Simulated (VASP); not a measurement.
A run of VASP 6.6.1 is set up as follows.

Contents of POSCAR:

```
SnTe
1.0
    0.0000000000      3.4127522928      3.4127522928
    3.4127522928      0.0000000000      3.4127522928
    3.4127522928      3.4127522928      0.0000000000
Te Sn
1 1
Direct
    0.2500000000      0.2500000000      0.2500000000
    0.0000000000      0.0000000000      0.0000000000
```

File INCAR.step1:

```
SYSTEM = SnTe
ALGO = Normal
EDIFF = 1E-4
ENCUT = 520
GGA = PE
ISMEAR = -1
LASPH = .TRUE.
LCHARG = .FALSE.
LREAL = .FALSE.
LWAVE = .TRUE.
NBANDS = 17
NELM = 100
PREC = Accurate
SIGMA = 0.05
```

File INCAR.step2:

```
SYSTEM = SnTe
ALGO = Normal
EDIFF = 1E-6
ENCUT = 520
ISIF = 2
ISMEAR = -1
ISTART = 1
LASPH = .TRUE.
LCHARG = .TRUE.
LELF = .TRUE.
LMIXTAU = .TRUE.
LREAL = .FALSE.
LVHAR = .TRUE.
LWAVE = .FALSE.
METAGGA = R2SCAN
NBANDS = 17
NELM = 100
PREC = Accurate
SIGMA = 0.05
```

The input KPOINTS:

```
k-points
0
G
  7 7 7
  0 0 0
```

Potentials or basis: VASP PAW PBE potentials, release 64 (Te, Sn_d).

Command:

```bash
$ cat potpaw_PBE.64/Te/POTCAR potpaw_PBE.64/Sn_d/POTCAR > POTCAR
$ cp INCAR.step1 INCAR
$ mpirun -np 1 vasp_std > vasp.out
$ cp INCAR.step2 INCAR
$ mpirun -np 1 vasp_std > vasp.out
```

Estimate the pressure.

5.0 GPa.

Estimate the band gap on the k mesh.

zero (bands 10 and 11 overlap by 0.07 eV).

Caveat: the cell stands under pressure; semilocal functionals underestimate gaps, and a narrow one can read as zero; the PAW data sets were made with another functional, which shifts forces and pressure a little; spin-orbit coupling is left out, which moves the levels of the heavy elements.
